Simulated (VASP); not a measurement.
Si2W:

```xyz
3
Lattice="-1.6384 1.6384 3.9917 1.6384 -1.6384 3.9917 1.6384 1.6384 -3.9917" Properties=species:S:1:pos:R:3 pbc="T T T"
W     0.0000    0.0000    0.0000
Si    0.0000    0.0000    5.3114
Si    0.0000    0.0000    2.6721
```

Base run:

* Program: VASP 6.6.1
* Functional: PBEsol
* Potentials or basis: VASP PAW PBE potentials, release 64 (W_sv, Si)
* Cutoff: 520 eV
* k mesh: 12 × 12 × 12
* Occupations: fermi-dirac, width 0.05 eV
* Spin: no spin polarisation

Its results: band gap on the k mesh zero (bands 11 and 12 overlap by 1.20 eV); pressure -13.4 GPa; largest force 0.119 eV/Å.

Q: The run is repeated on the same cell with these changes: functional from PBEsol to LDA; potentials or basis from VASP PAW PBE potentials, release 64 (W_sv, Si) to VASP PAW LDA potentials, release 64 (W_sv, Si). What comes out?

A: Band gap on the k mesh zero (bands 11 and 12 overlap by 1.20 eV); pressure -16.3 GPa; largest force 0.182 eV/Å.

Caveats: the cell stands under tension; spin-orbit coupling is left out, which moves the levels of the heavy elements; the PAW data sets were made with another functional, which shifts forces and pressure a little (at least some runs).
